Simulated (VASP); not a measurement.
# SiC: single point with r2SCAN

Crystal: SiC.

```xyz
2
Lattice="0.0000 2.1781 2.1127 2.1781 0.0000 2.1127 2.1781 2.1781 0.0000" Properties=species:S:1:pos:R:3 pbc="T T T"
Si    0.0000    0.0000    0.0000
C     1.0890    1.0890    1.0564
```

This cell differs from its parent crystal: uniaxial z strain -3.0%.

```yaml
Program: VASP 6.6.1
Task: single point
Functional: r2SCAN
Potentials_or_basis: VASP PAW PBE potentials, release 64 (Si, C)
Cutoff: 520 eV
k_mesh: 10 × 10 × 10
Occupations: gaussian, width 0.01 eV
Spin: no spin polarisation
```

```yaml
Pressure: 7.1 GPa
Band_gap_on_the_k_mesh: 1.38 eV, indirect (least direct gap 5.06 eV)
```

Stress tensor (GPa, compression positive):
```
 4.41  0.00  0.00
 0.00  4.41  0.00
 0.00  0.00 12.46
```

Levels at points of the mesh, in eV from the valence-band top:
```tsv
k point	band 1	band 2	band 3	band 4	band 5	band 6	band 7	band 8
(0.00, 0.00, 0.00)	-16.57	-0.21	-0.21	0.00	7.09	7.89	7.98	7.98
(0.50, 0.00, 0.00)	-12.83	-9.13	-1.45	-1.06	6.07	7.51	8.10	11.03
(0.50, 0.50, 0.00)	-11.16	-8.02	-3.76	-3.76	1.38	4.44	15.29	15.29
(0.50, 0.00, 0.50)	-11.42	-8.42	-3.43	-3.39	1.67	5.00	14.91	15.95
```

Wall time 2 min on 1 thread of Intel Xeon 8259CL (shared host), peak memory 0.15 GiB.

Caveat: the cell differs from its parent crystal (uniaxial z strain -3.0%); the PAW data sets were made with another functional, which shifts forces and pressure a little. A k mesh can miss the band edges.
